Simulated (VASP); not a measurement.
# TiSe (P6_3/mmc) in VASP: notebook, part 2 of 2

VASP 6.6.1. Earlier steps stand in the parts before.

## 4. Single point, PBEsol

This run uses another cell than the first one, of 16.49 Å³/atom.

File INCAR:

```
PREC = Accurate ; ENCUT = 520
EDIFF = 1E-6 ; ISMEAR = 0
SIGMA = 0.1 ; LREAL = False
LASPH = True ; NELM = 80
ALGO = Normal ; ISIF = 2
LWAVE = False ; LCHARG = False
GGA = PS ; NBANDS = 26
```

File KPOINTS:

```
Automatic mesh
0
Gamma
  12 12 8
```

File POSCAR:

```
TiSe
1.0
    3.3576578699      0.0000000000      0.0000000000
   -1.6788289350      2.9078170126      0.0000000000
    0.0000000000      0.0000000000      6.7549805110
Ti Se
2 2
Direct
    0.0000000000      0.0000000000      0.0000000000
    0.0000000000      0.0000000000      0.5000000000
    0.3333333333      0.6666666667      0.2500000000
    0.6666666667      0.3333333333      0.7500000000
```

Potentials or basis: VASP PAW PBE potentials, release 64 (Ti_sv, Se).

Launch:

```
> cat potpaw_PBE.64/Ti_sv/POTCAR potpaw_PBE.64/Se/POTCAR > POTCAR
> mpirun -np 1 vasp_std > vasp.out
```

OUTCAR:

```text
PREC = Accurate
   ENCUT = 520
   EDIFF = 1E-6
   ISMEAR = 0
   LREAL = False
   LASPH = True
   NELM = 80
   ISIF = 2
   GGA = PS

 ion  position               nearest neighbor table
   1  0.000  0.000  0.000-   3 2.57   4 2.57   4 2.57   3 2.57   4 2.57   3 2.57
   2  0.000  0.000  0.500-   3 2.57   4 2.57   4 2.57   3 2.57   4 2.57   3 2.57
   3  0.333  0.667  0.250-   1 2.57   2 2.57   1 2.57   2 2.57   1 2.57   2 2.57
   4  0.667  0.333  0.750-   1 2.57   2 2.57   1 2.57   2 2.57   1 2.57   2 2.57

  LATTYP: Found a hexagonal cell.
[... 899 lines left out ...]
  --------------------------------------------------------------------------------------
  -------------------------------------------------------------------------------------
  Total        0.1013881      0.1013881      0.1305207     -0.0000000     -0.0000000     -0.0000000
  in kB        2.4630313      2.4630313      3.1707532     -0.0000000     -0.0000000     -0.0000000
  external PRESSURE =       2.6989386 kB  Pullay stress =       0.0000000 kB

 VOLUME and BASIS-vectors are now :
 -----------------------------------------------------------------------------
  energy-cutoff  :      520.00
  volume of cell :       65.95
      direct lattice vectors                 reciprocal lattice vectors
     3.357657870  0.000000000  0.000000000     0.297826651  0.171950297  0.000000000
    -1.678828935  2.907817013  0.000000000     0.000000000  0.343900595  0.000000000
     0.000000000  0.000000000  6.754980511     0.000000000  0.000000000  0.148038917

 POSITION                                       TOTAL-FORCE (eV/Angst)
 -----------------------------------------------------------------------------------
      0.00000      0.00000      0.00000         0.000000      0.000000     -0.000000
      0.00000      0.00000      3.37749         0.000000      0.000000     -0.000000
     -0.00000      1.93854      1.68875        -0.000000      0.000000      0.000000
      1.67883      0.96927      5.06624         0.000000     -0.000000     -0.000000
 -----------------------------------------------------------------------------------
    total drift:                               -0.000000      0.000000      0.000000

  FREE ENERGIE OF THE ION-ELECTRON SYSTEM (eV)
  ---------------------------------------------------
  free  energy   TOTEN  =       -29.1918847229 eV

  energy  without entropy=      -29.1790104230  energy(sigma->0) =      -29.18544757
```

OSZICAR:

```text
N       E                     dE             d eps       ncg     rms          rms(c)
DAV:   1     0.398192989582E+03    0.39819E+03   -0.17402E+04  4948   0.153E+03
DAV:   2     0.134370952554E+02   -0.38476E+03   -0.37422E+03  4986   0.446E+02
DAV:   3    -0.291855605656E+02   -0.42623E+02   -0.41712E+02  7850   0.134E+02
DAV:   4    -0.321126553047E+02   -0.29271E+01   -0.29121E+01  7052   0.297E+01
DAV:   5    -0.322327069494E+02   -0.12005E+00   -0.12002E+00  6936   0.498E+00    0.159E+01
DAV:   6    -0.292937883206E+02    0.29389E+01   -0.17166E+01  6592   0.355E+01    0.443E+00
DAV:   7    -0.292137641001E+02    0.80024E-01   -0.12897E+00  5970   0.103E+01    0.333E+00
DAV:   8    -0.291944291756E+02    0.19335E-01   -0.18235E-01  6064   0.305E+00    0.750E-01
DAV:   9    -0.291914820167E+02    0.29472E-02   -0.28148E-02  6250   0.156E+00    0.293E-01
DAV:  10    -0.291919697032E+02   -0.48769E-03   -0.21602E-03  6598   0.356E-01    0.116E-01
DAV:  11    -0.291918873003E+02    0.82403E-04   -0.57258E-04  6592   0.191E-01    0.348E-02
DAV:  12    -0.291918856693E+02    0.16310E-05   -0.30128E-05  6134   0.406E-02    0.154E-02
DAV:  13    -0.291918846236E+02    0.10457E-05   -0.16374E-06  4486   0.972E-03    0.523E-03
DAV:  14    -0.291918847229E+02   -0.99355E-07   -0.39607E-07  2770   0.575E-03
   1 F= -.29191885E+02 E0= -.29185448E+02  d E =-.128743E-01
```

stdout:

```text
POSCAR found type information on POSCAR TiSe
 POSCAR found :  2 types and       4 ions
 scaLAPACK will be used
 -----------------------------------------------------------------------------
|                                                                             |
|                                                                             |
|     You enforced a specific xc type in the INCAR file but a different       |
|     I HOPE YOU KNOW WHAT YOU ARE DOING!                                     |
|                                                                             |
 -----------------------------------------------------------------------------

 LDA part: xc-table for (Slater+PW92), standard interpolation
 POSCAR, INCAR and KPOINTS ok, starting setup
 FFT: planning ... GRIDC
 FFT: planning ... GRID_SOFT
 FFT: planning ... GRID
 WAVECAR not read
 entering main loop
```

Wall time 4.1 min (1 thread of AMD EPYC 7R13, shared host); peak memory 0.25 GiB.

Results:

```
Free energy            : -29.1919 eV
Pressure               : 0.3 GPa
Band gap on the k mesh : zero (bands 18 and 19 overlap by 0.47 eV)
```

Caveat: the PAW data sets were made with another functional, which shifts forces and pressure a little.

## 5. Overview

```tsv
cell	gap on the mesh (eV)	pressure (GPa)
a = 3.272, b = 3.272, c = 6.686 Å, angles 90.0, 90.0, 120.0°, 4 atoms	none	9.1
a = 3.315, b = 3.315, c = 6.722 Å, angles 90.0, 90.0, 120.0°, 4 atoms	none	4.3
a = 3.358, b = 3.358, c = 6.755 Å, angles 90.0, 90.0, 120.0°, 4 atoms	none	0.3
```

Alike in all rows: task single point; level PBEsol; potentials or basis VASP PAW PBE potentials, release 64 (Ti_sv, Se); no spin polarisation; k mesh 12 × 12 × 8; cutoff (eV) 520; smearing gaussian 0.1 eV.

Caveats: the PAW data sets were made with another functional, which shifts forces and pressure a little; the cell stands under pressure (at least some runs).

Absolute energies hang on the potentials; compare differences alone.
